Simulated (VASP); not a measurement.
Write the native input for VASP 6.6.1 that does the following.

```
Task                   : single point
Functional             : PBE
Potentials or basis    : VASP PAW PBE potentials, release 64 (Te, Pb_d)
Cutoff                 : 520 eV
k mesh                 : 8 × 8 × 8
Occupations            : gaussian, width 0.05 eV
Spin                   : no spin polarisation
Dipole correction      : no
Further INCAR settings : ALGO = Normal; EDIFF = 1e-07; NBANDS = 17
```

The structure of TePb lies in POSCAR:

```
TePb
1.0
    0.0000000000      3.2270000000      3.2270000000
    3.2270000000      0.0000000000      3.2270000000
    3.2270000000      3.2270000000      0.0000000000
Te Pb
1 1
Direct
    0.5000000000      0.5000000000      0.5000000000
    0.0290517509     -0.0290517509      0.0290517509
```

This cell differs from its parent crystal: all Pb atoms moved +0.188 Å, as atom 2 along Cartesian [0 1 0].

These files were run (other wordings do the same):

INCAR

```
ALGO     = Normal         # electronic algorithm
EDIFF    = 1E-7           # SCF threshold, eV
ENCUT    = 520            # plane-wave cutoff, eV
GGA      = PE             # functional
ISIF     = 2              # what is computed and relaxed
ISMEAR   = 0              # smearing method
LASPH    = True           # aspherical terms in the spheres
LCHARG   = False          # write CHGCAR
LREAL    = False          # projectors in reciprocal space
LWAVE    = False          # write WAVECAR
NBANDS   = 17             # bands
NELM     = 100            # most SCF steps
PREC     = Accurate       # precision mode
SIGMA    = 0.05           # smearing width, eV
```

KPOINTS

```
k-points
0
Gamma
  8 8 8
```

Potentials or basis: VASP PAW PBE potentials, release 64 (Te, Pb_d).

Run with:

```sh
$ cat potpaw_PBE.64/Te/POTCAR potpaw_PBE.64/Pb_d/POTCAR > POTCAR
$ mpirun -np 1 vasp_std > vasp.out
```

It gave:

```
Pressure               : 2.7 GPa
Largest force          : 0.226 eV/Å
Band gap on the k mesh : 0.91 eV
```

Caveat: the cell differs from its parent crystal (all Pb atoms moved +0.188 Å, as atom 2 along Cartesian [0 1 0]); spin-orbit coupling is left out, which moves the levels of the heavy elements.

Run time: 97 s on 1 thread of Intel Xeon 8259CL (shared host), peak memory 0.24 GiB.
